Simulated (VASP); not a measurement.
Here is a VASP 6.6.1 calculation.

File INCAR:

```
PREC = Accurate ; ENCUT = 520
EDIFF = 1E-7 ; ISMEAR = 0
SIGMA = 0.1 ; LREAL = F
LASPH = T ; NELM = 60
ALGO = Normal ; ISIF = 2
LWAVE = F ; LCHARG = T
GGA = PE ; LELF = T
LVHAR = T ; NBANDS = 38
```

File KPOINTS:

```
Automatic mesh
0
Gamma
  6 6 4
```

Contents of POSCAR:

```
ZrSi2O6
1.0
    2.6064982411     -4.9778639950      0.0000000000
    2.6064982411      4.9778639950      0.0000000000
    0.0000000000      0.0000000000      6.0424239042
Zr Si O
1 2 6
Direct
    0.5000000000      0.5000000000      0.0000000000
    0.5000000000      0.0000000000      0.3448719640
    0.0000000000      0.5000000000      0.6551280360
    0.8233191787      0.5874674370      0.8102617557
    0.2232569788      0.7767430212      0.5000000000
    0.5874674370      0.8233191787      0.1897382443
    0.1766808213      0.4125325630      0.8102617557
    0.7767430212      0.2232569788      0.5000000000
    0.4125325630      0.1766808213      0.1897382443
```

Potentials or basis: VASP PAW PBE potentials, release 64 (Zr_sv, Si, O).

Run with:

```bash
$ cat potpaw_PBE.64/Zr_sv/POTCAR potpaw_PBE.64/Si/POTCAR potpaw_PBE.64/O/POTCAR > POTCAR
$ mpirun -np 1 vasp_std > vasp.out
```

Question: Estimate the pressure.

Answer: 0.2 GPa.

Question: Predict the band gap on the k mesh.

Answer: 5.05 eV (least direct gap 5.28 eV).

Question: What does it give for the largest force?

Answer: 0.026 eV/Å.

Forces on the atoms (eV/Å):
```
Zr   0.000  0.000  0.000
Si   0.000  0.000  0.026
Si   0.000  0.000 -0.026
O    0.004  0.009  0.009
O    0.000 -0.007  0.000
O    0.004 -0.009 -0.009
O   -0.004 -0.009  0.009
O    0.000  0.007  0.000
O   -0.004  0.009 -0.009
```

A k mesh can miss the band edges.
